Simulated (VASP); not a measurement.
# MgO (P6_3/mmc) in VASP: a series of runs

Runs on MgO. Level: PBE. Tasks: single point.

Everything below comes from runs of VASP 6.6.1. Logs are shortened: lines on timing, memory, paths and dates and some standing lists are left out, and cuts for length are marked.

## 1. The cell of the first run

The structure is hexagonal, space group P6_3/mmc (No. 194). Conventional cell: a = 3.381 Å, b = 3.381 Å, c = 4.239 Å, α = 90.00°, β = 90.00°, γ = 120.00°. Within 2.6 Å of Mg (site symmetry -6m2) lie 5 O at 1.95 to 2.12 Å. Within 2.6 Å of O (site symmetry -6m2) lie 5 Mg at 1.95 to 2.12 Å.

## 2. Single point, PBE

The input, INCAR:

```
SYSTEM = MgO
PREC = Accurate
ENCUT = 520
EDIFF = 1E-7
ISMEAR = 0
SIGMA = 0.05
LREAL = .FALSE.
LASPH = .TRUE.
NELM = 60
ALGO = Normal
ISIF = 2
LWAVE = .FALSE.
LCHARG = .FALSE.
GGA = PE
NBANDS = 16
```

The input, KPOINTS:

```
Automatic mesh
0
G
  9 9 6
  0 0 0
```

The input, POSCAR:

```
MgO
1.0
    3.3805000000      0.0000000000      0.0000000000
   -1.6902500000      2.9275988775      0.0000000000
    0.0000000000      0.0000000000      4.2393824570
Mg O
2 2
Direct
    0.6666666667      0.3333333333      0.7500000000
    0.3333333333      0.6666666667      0.2500000000
    0.6666666667      0.3333333333      0.2500000000
    0.3333333333      0.6666666667      0.7500000000
```

Potentials or basis: VASP PAW PBE potentials, release 64 (Mg, O).

On the command line:

```bash
cat potpaw_PBE.64/Mg/POTCAR potpaw_PBE.64/O/POTCAR > POTCAR
mpirun -np 1 vasp_std > vasp.out
```

OUTCAR:

```text
SYSTEM = MgO
   PREC = Accurate
   ENCUT = 520
   EDIFF = 1E-7
   ISMEAR = 0
   LREAL = .FALSE.
   LASPH = .TRUE.
   NELM = 60
   ISIF = 2
   GGA = PE

 ion  position               nearest neighbor table
   1  0.667  0.333  0.750-   4 1.95   4 1.95   4 1.95   3 2.12   3 2.12   2 2.88   2 2.88   2 2.88
                             2 2.88   2 2.88   2 2.88
   2  0.333  0.667  0.250-   3 1.95   3 1.95   3 1.95   4 2.12   4 2.12   1 2.88   1 2.88   1 2.88
                             1 2.88   1 2.88   1 2.88
   3  0.667  0.333  0.250-   2 1.95   2 1.95   2 1.95   1 2.12   1 2.12
   4  0.333  0.667  0.750-   1 1.95   1 1.95   1 1.95   2 2.12   2 2.12

  LATTYP: Found a hexagonal cell.
 ALAT       =     3.3805000000
 C/A-ratio  =     1.2540696515

  Lattice vectors:

 A1 = (   3.3805000000,   0.0000000000,   0.0000000000)
 A2 = (  -1.6902500000,   2.9275988775,   0.0000000000)
 A3 = (   0.0000000000,   0.0000000000,   4.2393824570)

Analysis of symmetry for initial positions (statically):
=====================================================================
 Subroutine PRICEL returns:
 Original cell was already a primitive cell.

 Routine SETGRP: Setting up the symmetry group for a
 hexagonal supercell.

 Subroutine GETGRP returns: Found 24 space group operations
 (whereof 12 operations were pure point group operations)
 out of a pool of 24 trial point group operations.

The static configuration has the point symmetry D_3d.
 The point group associated with its full space group is D_6h.

Analysis of symmetry for dynamics (positions and initial velocities):
=====================================================================
 Subroutine PRICEL returns:
 Original cell was already a primitive cell.

 Routine SETGRP: Setting up the symmetry group for a
 hexagonal supercell.

 Subroutine GETGRP returns: Found 24 space group operations
 (whereof 12 operations were pure point group operations)
 out of a pool of 24 trial point group operations.

The dynamic configuration has the point symmetry D_3d.
 The point group associated with its full space group is D_6h.

 Subroutine INISYM returns: Found 24 space group operations
 (whereof 12 operations are pure point group operations),
 and found     1 'primitive' translations

----------------------------------------------------------------------------------------

                                     Primitive cell

  volume of cell :      41.9561

  direct lattice vectors                    reciprocal lattice vectors
     3.380500000  0.000000000  0.000000000     0.295814229  0.170788425  0.000000000
    -1.690250000  2.927598877  0.000000000     0.000000000  0.341576849  0.000000000
     0.000000000  0.000000000  4.239382457     0.000000000  0.000000000  0.235883412

  length of vectors
     3.380500000  3.380500000  4.239382457     0.341576849  0.341576849  0.235883412

  position of ions in fractional coordinates (direct lattice)
     0.666666667  0.333333333  0.750000000
     0.333333333  0.666666667  0.250000000
     0.666666667  0.333333333  0.250000000
     0.333333333  0.666666667  0.750000000

  ion indices of the primitive-cell ions
   primitive index   ion index
                 1           1
                 2           2
                 3           3
                 4           4

----------------------------------------------------------------------------------------

 KPOINTS: Automatic mesh

Automatic generation of k-mesh.
 Grid dimensions read from file:
 generate k-points for:    9    9    6

 Generating k-lattice:

  Cartesian coordinates                     Fractional coordinates (reciprocal lattice)
     0.032868248  0.018976492  0.000000000     0.111111111  0.000000000  0.000000000
     0.000000000  0.037952983  0.000000000     0.000000000  0.111111111  0.000000000
     0.000000000  0.000000000  0.039313902     0.000000000  0.000000000  0.166666667

  Length of vectors
     0.037952983  0.037952983  0.039313902

  Shift w.r.t. Gamma in fractional coordinates (k-lattice)
     0.000000000  0.000000000  0.000000000

 Subroutine IBZKPT returns following result:
 ===========================================

 Found     48 irreducible k-points:

 Following reciprocal coordinates:
            Coordinates               Weight
  0.000000  0.000000  0.000000      1.000000
  0.111111  0.000000  0.000000      6.000000
  0.222222 -0.000000  0.000000      6.000000
  0.333333  0.000000  0.000000      6.000000
  0.444444 -0.000000  0.000000      6.000000
  0.111111  0.111111  0.000000      6.000000
[... 16 lines left out ...]
  0.333333  0.222222  0.166667     24.000000
  0.333333  0.333333  0.166667      4.000000
 [... further k-points ...]
   k-points           NKPTS =     48   k-points in BZ     NKDIM =     48   number of bands    NBANDS=     16
   number of dos      NEDOS =    301   number of ions     NIONS =      4
   total plane-waves  NPLWV =  25088
   dimension x,y,z NGX =    28 NGY =   28 NGZ =   32
   dimension x,y,z NGXF=    56 NGYF=   56 NGZF=   64
   ions per type =               2   2
   NGX,Y,Z   is equivalent  to a cutoff of  13.77, 13.77, 12.55 a.u.
   NGXF,Y,Z  is equivalent  to a cutoff of  27.54, 27.54, 25.10 a.u.
 SYSTEM =  MgO
   PREC   = accura    normal or accurate (medium, high low for compatibility)
   ISTART =      0    job   : 0-new  1-cont  2-samecut
   ICHARG =      2    charge: 1-file 2-atom 10-const
   ISPIN  =      1    spin polarized calculation?
   LNONCOLLINEAR =      F non collinear calculations
   LSORBIT =      F    spin-orbit coupling
   LASPH  =      T    aspherical Exc in radial PAW
   ENCUT  =  520.0 eV  38.22 Ry    6.18 a.u.   6.29  6.29  7.88*2*pi/ulx,y,z
   NELM   =     60;   NELMIN=  2; NELMDL= -5     # of ELM steps
   EDIFF  = 0.1E-06   stopping-criterion for ELM
   LREAL  =      F    real-space projection
   EDIFFG = 0.1E-05   stopping-criterion for IOM
   NSW    =      0    number of steps for IOM
   IBRION =     -1    ionic relax: 0-MD 1-quasi-New 2-CG
   NFREE  =      0    steps in history (QN), initial steepest desc. (CG)
   ISIF   =      2    stress and relaxation
   ISYM   =      2    0-nonsym 1-usesym 2-fastsym
   POTIM  = 0.5000    time-step for ionic-motion
   TEBEG  =    0.0;   TEEND  =   0.0 temperature during run
   PSTRESS=    0.0 pullay stress
   NELECT =      16.0000    total number of electrons
   NUPDOWN=      -1.0000    fix difference up-down
   EMIN   =  10.00;   EMAX   =-10.00  energy-range for DOS
   EFERMI =   0.00;   METHOD = LEGACY
   ISMEAR =     0;   SIGMA  =   0.05  broadening in eV -4-tet -1-fermi 0-gaus
   EFERMI_NEDOS =   21; number of points for ismear=-14 and -15
   IALGO  =     38    algorithm
   IMIX   =      4    mixing-type and parameters
     AMIX     =   0.40;   BMIX     =  1.00
     AMIX_MAG =   1.60;   BMIX_MAG =  1.00
  volume/ion in A,a.u.               =      10.49        70.78
  Fermi-wavevector in a.u.,A,eV,Ry     =   1.187180  2.243444 19.175991  1.409396
  Thomas-Fermi vector in A             =   2.323337
   LORBIT       =      0    0 simple, 1 ext, 2 COOP (PROOUT), +10 PAW based schemes
   GGA     = PE    functional components
   LHFCALC =     F    Hartree Fock is set to
   AEXX    =    0.0000 exact exchange contribution
   IVDW    =     0    specifies the selected vdW correction
   LEPSILON=     F    determine dielectric tensor
   LRPA    =     F    only Hartree local field effects (RPA)
 non-spin polarized calculation
 Gauss-broadening in eV      SIGMA  =   0.05
  energy-cutoff  :      520.00
  volume of cell :       41.96
 maximum number of plane-waves:      1144
 NGX is ok and might be reduce to    28
   NGX = 13   NGY = 13   NGZ = 15

 number of electron      16.0000000 magnetization

 Free energy of the ion-electron system (eV)
  ---------------------------------------------------
  ext. energy  EPLUGINS =         0.00000000
  ---------------------------------------------------
  free energy    TOTEN  =       -23.52946230 eV

  energy without entropy =      -23.52946230  energy(sigma->0) =      -23.52946230

 E-fermi :   2.6323     XC(G=0): -10.2957

 val. band max:        2.3913114869   @ k =   0.0000   0.0000   0.0000
 cond. band min:       6.0335852905   @ k =   0.0000   0.0000   0.0000
 fundamental gap:      3.6422738036
 Fermi energy:         2.6322650195

 k-point     1 :       0.0000    0.0000    0.0000
  band No.  band energies     occupation
      1     -14.8070      2.00000
      2     -13.3653      2.00000
      3      -1.5711      2.00000
      4       0.5817      2.00000
      5       0.5817      2.00000
      6       1.4207      2.00000
[... 8 lines left out ...]
     15      18.3913      0.00000
     16      18.6571      0.00000

 k-point     2 :       0.1111    0.0000    0.0000
  band No.  band energies     occupation
      1     -14.7381      2.00000
      2     -13.3692      2.00000
      3      -1.4647      2.00000
      4       0.3593      2.00000
      5       0.4847      2.00000
      6       1.1087      2.00000
[... 8 lines left out ...]
     15      17.7881      0.00000
     16      18.0431      0.00000

 k-point     3 :       0.2222   -0.0000    0.0000
  band No.  band energies     occupation
      1     -14.5496      2.00000
      2     -13.3911      2.00000
      3      -1.1592      2.00000
      4      -0.2805      2.00000
      5       0.2836      2.00000
      6       0.6509      2.00000
[... 8 lines left out ...]
     15      16.9023      0.00000
     16      17.2234      0.00000

 k-point     4 :       0.3333    0.0000    0.0000
  band No.  band energies     occupation
      1     -14.2932      2.00000
      2     -13.4539      2.00000
      3      -0.9741      2.00000
      4      -0.7045      2.00000
      5       0.0969      2.00000
      6       0.3340      2.00000
[... 8 lines left out ...]
     15      17.1411      0.00000
     16      17.1904      0.00000

 k-point     5 :       0.4444   -0.0000    0.0000
  band No.  band energies     occupation
      1     -14.0679      2.00000
      2     -13.5501      2.00000
      3      -1.3853      2.00000
      4      -0.2476      2.00000
      5      -0.0105      2.00000
      6       0.1672      2.00000
[... 8 lines left out ...]
     15      17.1958      0.00000
     16      17.7125      0.00000

 k-point     6 :       0.1111    0.1111    0.0000
  band No.  band energies     occupation
      1     -14.6093      2.00000
      2     -13.3821      2.00000
      3      -1.2584      2.00000
      4       0.0396      2.00000
      5       0.1361      2.00000
      6       0.8808      2.00000
[... 8 lines left out ...]
     15      17.2333      0.00000
     16      17.3491      0.00000
[... 267 lines left out ...]
 k-point    21 :       0.4444    0.1111    0.1667
  band No.  band energies     occupation
      1     -13.9533      2.00000
      2     -13.6030      2.00000
      3      -1.5589      2.00000
      4      -0.4376      2.00000
      5      -0.2516      2.00000
      6       0.4637      2.00000
[... 8 lines left out ...]
     15      16.4836      0.00000
     16      18.0459      0.00000

 k-point    22 :       0.2222    0.2222    0.1667
  band No.  band energies     occupation
      1     -14.1046      2.00000
      2     -13.5338      2.00000
      3      -1.0708      2.00000
      4      -0.9979      2.00000
      5       0.1374      2.00000
      6       0.4244      2.00000
[... 8 lines left out ...]
     15      16.7892      0.00000
     16      18.4801      0.00000

 k-point    23 :       0.3333    0.2222    0.1667
  band No.  band energies     occupation
      1     -13.9082      2.00000
      2     -13.6248      2.00000
      3      -1.3569      2.00000
      4      -0.7156      2.00000
      5      -0.2833      2.00000
      6       0.6975      2.00000
[... 8 lines left out ...]
     15      16.5883      0.00000
     16      18.6683      0.00000

 k-point    24 :       0.3333    0.3333    0.1667
  band No.  band energies     occupation
      1     -13.7482      2.00000
      2     -13.7482      2.00000
      3      -1.3154      2.00000
      4      -0.5837      2.00000
      5      -0.5837      2.00000
      6       0.9674      2.00000
[... 8 lines left out ...]
     15      16.4276      0.00000
     16      19.6210      0.00000

 [... further k-points ...]
[... 5 lines left out ...]
  --------------------------------------------------------------------------------------
  -------------------------------------------------------------------------------------
  Total        3.8349496      3.8349496      1.5349859      0.0000000     -0.0000000     -0.0000000
  in kB      146.4451959    146.4451959     58.6164984      0.0000000     -0.0000000     -0.0000000
  external PRESSURE =     117.1689634 kB  Pullay stress =       0.0000000 kB

 VOLUME and BASIS-vectors are now :
 -----------------------------------------------------------------------------
  energy-cutoff  :      520.00
  volume of cell :       41.96
      direct lattice vectors                 reciprocal lattice vectors
     3.380500000  0.000000000  0.000000000     0.295814229  0.170788425  0.000000000
    -1.690250000  2.927598877  0.000000000     0.000000000  0.341576849  0.000000000
     0.000000000  0.000000000  4.239382457     0.000000000  0.000000000  0.235883412

 POSITION                                       TOTAL-FORCE (eV/Angst)
 -----------------------------------------------------------------------------------
      1.69025      0.97587      3.17954         0.000000     -0.000000      0.000000
     -0.00000      1.95173      1.05985        -0.000000      0.000000      0.000000
      1.69025      0.97587      1.05985        -0.000000      0.000000     -0.000000
     -0.00000      1.95173      3.17954        -0.000000      0.000000      0.000000
 -----------------------------------------------------------------------------------
    total drift:                               -0.000000      0.000000     -0.000000

  FREE ENERGIE OF THE ION-ELECTRON SYSTEM (eV)
  ---------------------------------------------------
  free  energy   TOTEN  =       -23.5294623001 eV

  energy  without entropy=      -23.5294623001  energy(sigma->0) =      -23.52946230
```

Run time: 13 s. Hardware: 1 thread of Intel Xeon 6975P-C (Granite Rapids), shared host; peak memory 0.17 GiB.

What came out:

```
Free energy            : -23.5295 eV
Pressure               : 11.7 GPa
Band gap on the k mesh : 3.64 eV, direct
```

Stress tensor (GPa, compression positive):
```
14.64  0.00  0.00
 0.00 14.64  0.00
 0.00  0.00  5.86
```

## 3. Single point, PBE

This run uses another cell than the first one, of 10.60 Å³/atom, 1.010 times its volume.

The input, INCAR:

```
SYSTEM = MgO
PREC = Accurate ; ENCUT = 520
EDIFF = 1E-7 ; ISMEAR = 0
SIGMA = 0.05 ; LREAL = .False.
LASPH = .True. ; NELM = 100
ALGO = Normal ; ISIF = 2
LWAVE = .False. ; LCHARG = .False.
GGA = PE ; NBANDS = 16
```

The input, KPOINTS:

```
Automatic mesh
0
Gamma
  9 9 6
  0 0 0
```

The input, POSCAR:

```
MgO
1.0
    3.4861000000      0.0000000000      0.0000000000
   -1.7430500000      3.0190511601      0.0000000000
    0.0000000000      0.0000000000      4.0274000000
Mg O
2 2
Direct
    0.6666666667      0.3333333333      0.7500000000
    0.3333333333      0.6666666667      0.2500000000
    0.6666666667      0.3333333333      0.2500000000
    0.3333333333      0.6666666667      0.7500000000
```

Potentials or basis: VASP PAW PBE potentials, release 64 (Mg, O).

On the command line:

```bash
cat potpaw_PBE.64/Mg/POTCAR potpaw_PBE.64/O/POTCAR > POTCAR
mpirun -np 1 vasp_std > vasp.out
```

It took 13 s on 1 thread of Intel Xeon 6975P-C (Granite Rapids), shared host; peak memory 0.17 GiB.

It converged, with:

```yaml
Free_energy: -23.5500 eV
Pressure: 10.5 GPa
Band_gap_on_the_k_mesh: 3.66 eV, direct
```

Stress tensor (GPa, compression positive):
```
 6.97  0.00  0.00
 0.00  6.97  0.00
 0.00  0.00 17.48
```

Levels at points of the mesh, in eV from the valence-band top:
```
           k point  band 4  band 5  band 6  band 7  band 8  band 9  band 10  band 11  band 12  band 13
(0.00, 0.00, 0.00)   -1.82   -1.82   -0.76   -0.76    0.00    3.66     9.99    12.61    12.61    12.95
(0.00, 0.00, 0.50)   -2.47   -1.32   -1.32   -1.32   -1.32    6.74     6.74    12.96    12.96    12.96
```

PBE gaps usually lie below the measured ones, often by a third to a half.

[end of part 1 of 3]
